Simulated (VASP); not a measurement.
Wanted: the native input for a VASP 6.6.1 run.

```yaml
Task: single point
Functional: LDA
Potentials_or_basis: VASP PAW LDA potentials, release 64 (Rb_sv, Br)
Cutoff: 520 eV
k_mesh: 12 × 12 × 12
Occupations: fermi-dirac, width 0.1 eV
Spin: no spin polarisation
Dipole_correction: no
Further_INCAR_settings: ALGO = Normal; EDIFF = 1e-06; NBANDS = 15
```

The structure of RbBr (CsCl type) lies in POSCAR:

```
RbBr
1.0
    3.8562503762      0.0000000000      0.0000000000
    0.0000000000      3.8562503762      0.0000000000
    0.0000000000      0.0000000000      3.8562503762
Rb Br
1 1
Direct
    0.0000000000      0.0000000000      0.0000000000
    0.5000000000      0.5000000000      0.5000000000
```

This cell differs from its parent crystal: volume scaled by 0.92.

The input as run:

INCAR

```
SYSTEM = RbBr
PREC = Accurate
ENCUT = 520
EDIFF = 1E-6
ISMEAR = -1
SIGMA = 0.1
LREAL = .FALSE.
LASPH = .TRUE.
NELM = 60
ALGO = Normal
ISIF = 2
LWAVE = .FALSE.
LCHARG = .FALSE.
NBANDS = 15
```

KPOINTS

```
Automatic mesh
0
G
  12 12 12
  0 0 0
```

Potentials or basis: VASP PAW LDA potentials, release 64 (Rb_sv, Br).

The run is started by

```sh
$ cat potpaw_LDA.64/Rb_sv/POTCAR potpaw_LDA.64/Br/POTCAR > POTCAR
$ mpirun -np 1 vasp_std > vasp.out
```

Results of the run:

| Quantity | Value |
| --- | --- |
| Pressure | 2.5 GPa |
| Band gap on the k mesh | 4.52 eV, indirect (least direct gap 4.66 eV) |

It took 22 s on 1 thread of Intel(R) Xeon(R) 6975P-C (Granite Rapids), on a shared host, peak memory 0.19 GiB.
